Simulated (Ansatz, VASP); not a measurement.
# LiOs2: VASP beside Ansatz

The input INCAR:

```
SYSTEM = LiOs2
PREC = Accurate
ENCUT = 600
EDIFF = 1E-6
ISMEAR = 0
SIGMA = 0.1
LREAL = .FALSE.
LASPH = .TRUE.
NELM = 80
ALGO = Fast
ISIF = 3
LWAVE = .FALSE.
LCHARG = .FALSE.
GGA = PE
IBRION = 2
NSW = 100
EDIFFG = -0.01
```

The input KPOINTS:

```
regular mesh
0
G
  10 10 10
  0 0 0
```

POSCAR

```
LiOs2
1.0
    0.0000000000      3.6284264480      3.6284264480
    3.6284264480      0.0000000000      3.6284264480
    3.6284264480      3.6284264480      0.0000000000
Li Os
2 4
Direct
    0.5000000000      0.5000000000      0.5000000000
    0.7500000000      0.7500000000      0.7500000000
    0.1250000000      0.1250000000      0.1250000000
    0.6250000000      0.1250000000      0.1250000000
    0.1250000000      0.1250000000      0.6250000000
    0.1250000000      0.6250000000      0.1250000000
```

Input for Ansatz:

```yaml
crystal:
  lattice:
    - [0.0, 3.628426448, 3.628426448]
    - [3.628426448, 0.0, 3.628426448]
    - [3.628426448, 3.628426448, 0.0]
  atoms:
    - { symbol: Li, position: [0.5, 0.5, 0.5] }
    - { symbol: Li, position: [0.75, 0.75, 0.75] }
    - { symbol: Os, position: [0.125, 0.125, 0.125] }
    - { symbol: Os, position: [0.625, 0.125, 0.125] }
    - { symbol: Os, position: [0.125, 0.125, 0.625] }
    - { symbol: Os, position: [0.125, 0.625, 0.125] }
basis:
  ecutwfc: 420
kpoints:
  mp_grid: { grid: [10, 10, 10] }
hamiltonian:
  xc: pbe
scf:
  occupations: { method: gaussian, width: 0.1 }
output:
  forces: true
  stress: true
  eigenvalues: true
relax:
  adjacent_minimum: "off"
  f_tol: 0.01
  max_steps: 80
  cell: { stress_tol: 0.05 }
```

Alike in both runs: task relaxation of cell and atoms; functional PBE; k mesh 10 × 10 × 10; occupations gaussian, width 0.1 eV; no spin polarisation.

|  | VASP | Ansatz |
| --- | --- | --- |
| version | VASP 6.6.1 | Ansatz 0.2.0 |
| potentials or method | VASP PAW PBE potentials, release 64 (Li_sv, Os), cutoff 600 eV | scalar-relativistic, plane waves, PAW |
| valence electrons in the cell | 38 | 70 |

Ansatz gave:

```
gap on the k mesh at the Fermi level, each at its own relaxed structure (eV) : none
relaxed volume (Å³/atom)                                                     : 16.01
relaxed cell length with the largest relative difference (Å)                 : 5.140
```

Q: What did VASP give for the same quantities?

A: gap on the k mesh at the Fermi level, each at its own relaxed structure (eV): none; relaxed volume (Å³/atom): 15.98; relaxed cell length with the largest relative difference (Å): 5.138.

A gap of «none» marks a metal or a gap that the smearing closes. VASP's potentials hold 38 valence electrons a cell and Ansatz's 70, so a difference there can come from the potentials and not from the codes.

Spin-orbit coupling is off throughout. Noted on VASP's run: the cutoff is short for stress, so the pressure is rough.
